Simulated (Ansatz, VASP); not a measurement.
# One calculation of MgS, two programs

```xyz
2
Lattice="2.5642 2.5642 0.0000 -2.5642 2.5642 0.0000 0.0000 2.5642 2.5642" Properties=species:S:1:pos:R:3 pbc="T T T"
Mg    0.0000    0.0000    0.0000
S     0.0000    2.5642    0.0000
```

Alike in both runs: task single point; functional LDA; k mesh 8 × 8 × 8; no spin polarisation.

|  | VASP | Ansatz |
| --- | --- | --- |
| version | VASP 6.6.1 | Ansatz 0.2.0 |
| potentials or method | VASP PAW LDA potentials, release 64 (Mg, S), cutoff 600 eV | all-electron LAPW, scalar-relativistic |
| occupations | gaussian, width 0.01 eV | fixed |

Ansatz gave:

```
gap on the k mesh at the Fermi level (eV) : 2.65
pressure (GPa)                            : 0.1
```

Estimate VASP's values.

gap on the k mesh at the Fermi level (eV): 2.65; pressure (GPa): -0.5.

LDA's correlation is that of Perdew and Zunger in VASP and of Perdew and Wang (1992) in Ansatz. Ansatz ran all-electron here, and VASP with PAW potentials.
